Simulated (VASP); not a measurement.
# Ca2YAgC6N6 (Fm-3m) in VASP: single point with PBE

Aim: the single point of Ca2YAgC6N6 with PBE.

All numbers are computed with VASP 6.6.1; they aren't measurements. Logs are shortened: lines on timing, memory, paths and dates and some standing lists are left out, and cuts for length are marked.

## (1) The cell of the first run

The structure is cubic, space group Fm-3m (No. 225). Conventional cell: a = 10.804 Å, b = 10.804 Å, c = 10.804 Å, α = 90.00°, β = 90.00°, γ = 90.00°. Ca (site symmetry -43m) has 12 N at 3.85 Å and 12 C at 3.88 Å and 4 Y at 4.68 Å and 4 Ag at 4.68 Å within 5.1 Å. Y (site symmetry m-3m) has 6 N at 2.21 Å within 2.9 Å. Within 2.7 Å of Ag (site symmetry m-3m) lie 6 C at 2.02 Å. C (site symmetry 4mm) has 1 N at 1.17 Å within 1.6 Å. N (site symmetry 4mm) has 1 C at 1.17 Å within 1.6 Å.

## (2) Single point, PBE

INCAR reads:

```
SYSTEM = Ca2YAgC6N6
  ALGO = Normal
  EDIFF = 1E-7
  ENCUT = 520
  GGA = PE
  ISIF = 2
  ISMEAR = 0
  LASPH = .True.
  LCHARG = .False.
  LREAL = Auto
  LWAVE = .False.
  NBANDS = 62
  NELM = 60
  PREC = Accurate
  SIGMA = 0.1
```

KPOINTS reads:

```
k-points
0
Gamma
  4 4 4
  0 0 0
```

POSCAR reads:

```
Ca2YAgC6N6
1.0
    0.0000000000      5.4020000000      5.4020000000
    5.4020000000      0.0000000000      5.4020000000
    5.4020000000      5.4020000000      0.0000000000
Ca Y Ag C N
2 1 1 6 6
Direct
    0.2500000000      0.2500000000      0.2500000000
    0.7500000000      0.7500000000      0.7500000000
    0.5000000000      0.5000000000      0.5000000000
    0.0000000000      0.0000000000      0.0000000000
    0.8128470900      0.1871529100      0.1871529100
    0.1871529100      0.8128470900      0.1871529100
    0.1871529100      0.1871529100      0.8128470900
    0.1871529100      0.8128470900      0.8128470900
    0.8128470900      0.1871529100      0.8128470900
    0.8128470900      0.8128470900      0.1871529100
    0.7045538700      0.2954461300      0.2954461300
    0.2954461300      0.7045538700      0.2954461300
    0.2954461300      0.2954461300      0.7045538700
    0.2954461300      0.7045538700      0.7045538700
    0.7045538700      0.2954461300      0.7045538700
    0.7045538700      0.7045538700      0.2954461300
```

Potentials or basis: VASP PAW PBE potentials, release 64 (Ca_sv, Y_sv, Ag, C, N).

Started as:

```sh
$ cat potpaw_PBE.64/Ca_sv/POTCAR potpaw_PBE.64/Y_sv/POTCAR potpaw_PBE.64/Ag/POTCAR potpaw_PBE.64/C/POTCAR potpaw_PBE.64/N/POTCAR > POTCAR
$ mpirun -np 1 vasp_std > vasp.out
```

OUTCAR:

```text
SYSTEM = Ca2YAgC6N6
   EDIFF = 1E-7
   ENCUT = 520
   GGA = PE
   ISIF = 2
   ISMEAR = 0
   LASPH = .True.
   LREAL = Auto
   NELM = 60
   PREC = Accurate

 ion  position               nearest neighbor table
   1  0.250  0.250  0.250-
   2  0.750  0.750  0.750-
   3  0.500  0.500  0.500-  11 2.21  12 2.21  13 2.21  14 2.21  15 2.21  16 2.21
   4  0.000  0.000  0.000-   5 2.02   6 2.02   7 2.02   8 2.02   9 2.02  10 2.02
   5  0.813  0.187  0.187-  11 1.17   4 2.02
   6  0.187  0.813  0.187-  12 1.17   4 2.02
   7  0.187  0.187  0.813-  13 1.17   4 2.02
   8  0.187  0.813  0.813-  14 1.17   4 2.02
   9  0.813  0.187  0.813-  15 1.17   4 2.02
  10  0.813  0.813  0.187-  16 1.17   4 2.02
  11  0.705  0.295  0.295-   5 1.17   3 2.21
  12  0.295  0.705  0.295-   6 1.17   3 2.21
  13  0.295  0.295  0.705-   7 1.17   3 2.21
  14  0.295  0.705  0.705-   8 1.17   3 2.21
  15  0.705  0.295  0.705-   9 1.17   3 2.21
  16  0.705  0.705  0.295-  10 1.17   3 2.21

  LATTYP: Found a face centered cubic cell.
 ALAT       =    10.8040000000

  Lattice vectors:

 A1 = (   0.0000000000,   5.4020000000,   5.4020000000)
 A2 = (   5.4020000000,   0.0000000000,   5.4020000000)
 A3 = (   5.4020000000,   5.4020000000,   0.0000000000)

Analysis of symmetry for initial positions (statically):
=====================================================================
 Subroutine PRICEL returns:
 Original cell was already a primitive cell.

 Routine SETGRP: Setting up the symmetry group for a
 face centered cubic supercell.

 Subroutine GETGRP returns: Found 48 space group operations
 (whereof 48 operations were pure point group operations)
 out of a pool of 48 trial point group operations.

The static configuration has the point symmetry O_h .

Analysis of symmetry for dynamics (positions and initial velocities):
=====================================================================
 Subroutine PRICEL returns:
 Original cell was already a primitive cell.

 Routine SETGRP: Setting up the symmetry group for a
 face centered cubic supercell.

 Subroutine GETGRP returns: Found 48 space group operations
 (whereof 48 operations were pure point group operations)
 out of a pool of 48 trial point group operations.

The dynamic configuration has the point symmetry O_h .

[... 111 lines left out ...]
   EDIFFG = 0.1E-05   stopping-criterion for IOM
   NSW    =      0    number of steps for IOM
   IBRION =     -1    ionic relax: 0-MD 1-quasi-New 2-CG
   NFREE  =      0    steps in history (QN), initial steepest desc. (CG)
   ISIF   =      2    stress and relaxation
   ISYM   =      2    0-nonsym 1-usesym 2-fastsym
   POTIM  = 0.5000    time-step for ionic-motion
   TEBEG  =    0.0;   TEEND  =   0.0 temperature during run
   PSTRESS=    0.0 pullay stress
   NELECT =      96.0000    total number of electrons
   NUPDOWN=      -1.0000    fix difference up-down
   EMIN   =  10.00;   EMAX   =-10.00  energy-range for DOS
   EFERMI =   0.00;   METHOD = LEGACY
   ISMEAR =     0;   SIGMA  =   0.10  broadening in eV -4-tet -1-fermi 0-gaus
   EFERMI_NEDOS =   21; number of points for ismear=-14 and -15
   IALGO  =     38    algorithm
   IMIX   =      4    mixing-type and parameters
     AMIX     =   0.40;   BMIX     =  1.00
     AMIX_MAG =   1.60;   BMIX_MAG =  1.00
  volume/ion in A,a.u.               =      19.70       132.98
  Fermi-wavevector in a.u.,A,eV,Ry     =   1.101372  2.081291 16.504140  1.213020
  Thomas-Fermi vector in A             =   2.237798
   LORBIT       =      0    0 simple, 1 ext, 2 COOP (PROOUT), +10 PAW based schemes
   GGA     = PE    functional components
   LHFCALC =     F    Hartree Fock is set to
   AEXX    =    0.0000 exact exchange contribution
   IVDW    =     0    specifies the selected vdW correction
   LEPSILON=     F    determine dielectric tensor
   LRPA    =     F    only Hartree local field effects (RPA)
 non-spin polarized calculation
 Gauss-broadening in eV      SIGMA  =   0.10
  energy-cutoff  :      520.00
  volume of cell :      315.28
 maximum number of plane-waves:      8516
 NGX is ok and might be reduce to    60
   NGX = 29   NGY = 29   NGZ = 29

 number of electron      96.0000002 magnetization

 Free energy of the ion-electron system (eV)
  ---------------------------------------------------
  ext. energy  EPLUGINS =         0.00000000
  ---------------------------------------------------
  free energy    TOTEN  =      -108.18554946 eV

  energy without entropy =     -108.11969606  energy(sigma->0) =     -108.15262276

 E-fermi :   3.0844     XC(G=0):  -8.1216

 val. band max:        3.0438930924   @ k =  -0.2500   0.5000   0.2500
 cond. band min:       3.0998299917   @ k =   0.0000   0.0000   0.0000
 fundamental gap:      0.0559368993
 Fermi energy:         3.0844362067

 k-point     1 :       0.0000    0.0000    0.0000
  band No.  band energies     occupation
      1     -41.1381      2.00000
      2     -41.1381      2.00000
      3     -39.9170      2.00000
      4     -22.0789      2.00000
      5     -22.0789      2.00000
      6     -22.0789      2.00000
[... 493 lines left out ...]
     59       4.1962      0.00000
     60       4.2990      0.00000
 [bands above 60 left out]

------------------------ aborting loop because EDIFF is reached ----------------------------------------

  FORCE on cell =-STRESS in cart. coord.  units (eV):
  Direction    XX          YY          ZZ          XY          YZ          ZX
  --------------------------------------------------------------------------------------
  -------------------------------------------------------------------------------------
  Total       29.2521775     29.2521775     29.2521775     -0.0000000     -0.0000000     -0.0000000
  in kB      148.6534686    148.6534686    148.6534686     -0.0000000     -0.0000000     -0.0000000
  external PRESSURE =     148.6534686 kB  Pullay stress =       0.0000000 kB

 VOLUME and BASIS-vectors are now :
 -----------------------------------------------------------------------------
  energy-cutoff  :      520.00
  volume of cell :      315.28
      direct lattice vectors                 reciprocal lattice vectors
     0.000000000  5.402000000  5.402000000    -0.092558312  0.092558312  0.092558312
     5.402000000  0.000000000  5.402000000     0.092558312 -0.092558312  0.092558312
     5.402000000  5.402000000  0.000000000     0.092558312  0.092558312 -0.092558312

 POSITION                                       TOTAL-FORCE (eV/Angst)
 -----------------------------------------------------------------------------------
      2.70100      2.70100      2.70100         0.000000     -0.000000      0.000000
      8.10300      8.10300      8.10300        -0.000000     -0.000000     -0.000000
      5.40200      5.40200      5.40200         0.000000     -0.000000      0.000000
      0.00000      0.00000      0.00000         0.000000     -0.000000     -0.000000
      2.02200      5.40200      5.40200         2.660904     -0.000000      0.000000
      5.40200      2.02200      5.40200         0.000000      2.660904      0.000000
[... 8 lines left out ...]
      5.40200      7.61200      5.40200         0.000000      0.061411      0.000000
      5.40200      5.40200      7.61200         0.000000     -0.000000      0.061411
 -----------------------------------------------------------------------------------
    total drift:                               -0.000000     -0.000000      0.000000

  FREE ENERGIE OF THE ION-ELECTRON SYSTEM (eV)
  ---------------------------------------------------
  free  energy   TOTEN  =      -108.1855494574 eV

  energy  without entropy=     -108.1196960647  energy(sigma->0) =     -108.15262276
```

stdout:

```text
POSCAR found type information on POSCAR CaY AgC N
 POSCAR found :  5 types and      16 ions
 scaLAPACK will be used
 LDA part: xc-table for (Slater+PW92), standard interpolation
 POSCAR, INCAR and KPOINTS ok, starting setup
 FFT: planning ... GRIDC
 FFT: planning ... GRID_SOFT
 FFT: planning ... GRID
 WAVECAR not read
 entering main loop
```

Wall time 24 min (1 thread of AMD EPYC 7R13, shared host); peak memory 0.55 GiB.

What came out:

```
Free energy            : -108.1855 eV
Pressure               : 14.9 GPa
Largest force          : 2.661 eV/Å
Band gap on the k mesh : zero (bands 48 and 49 overlap by 0.17 eV)
```

Forces on the atoms (eV/Å):
```
Ca   0.000  0.000  0.000
Ca   0.000  0.000  0.000
Y    0.000  0.000  0.000
Ag   0.000  0.000  0.000
C    2.661  0.000  0.000
C    0.000  2.661  0.000
C    0.000  0.000  2.661
C   -2.661  0.000  0.000
C    0.000 -2.661  0.000
C    0.000  0.000 -2.661
N   -0.061  0.000  0.000
N    0.000 -0.061  0.000
N    0.000  0.000 -0.061
N    0.061  0.000  0.000
N    0.000  0.061  0.000
N    0.000  0.000  0.061
```

Caveat: the cell stands under pressure; forces of over 1 eV/Å act on the atoms, so gaps and moduli don't describe the material at rest.
